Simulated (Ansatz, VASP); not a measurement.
One calculation of HfB, two programs

```
CELL_PARAMETERS angstrom
-0.50061 2.08875 2.08875
2.08875 -0.50061 2.08875
2.08875 2.08875 -0.50061
ATOMIC_POSITIONS crystal
Hf 0.50000 0.50000 0.50000
B 0.00000 0.00000 0.00000
```

Alike in both runs: task single point; functional LDA; k mesh 20 × 20 × 20; occupations gaussian, width 0.15 eV; no spin polarisation.

```csv
,VASP,Ansatz
version,VASP 6.6.1,Ansatz 0.2.0
potentials or method,"VASP PAW LDA potentials, release 64 (Hf_pv, B), cutoff 520 eV","scalar-relativistic, plane waves, PAW"
valence electrons in the cell,13,29
```

Ansatz gave:

* gap on the k mesh at the Fermi level (eV): none
* pressure (GPa): 16.1
* traceless stress, the component that is largest in VASP (GPa): 5.37

Estimate VASP's values.

gap on the k mesh at the Fermi level (eV): none; pressure (GPa): 17.1; traceless stress, the component that is largest in VASP (GPa): 5.08.

LDA's correlation is that of Perdew and Zunger in VASP and of Perdew and Wang (1992) in Ansatz. A gap of «none» marks a metal or a gap that the smearing closes. VASP's potentials hold 13 valence electrons a cell and Ansatz's 29, so a difference there can come from the potentials and not from the codes.

Spin-orbit coupling is off throughout.
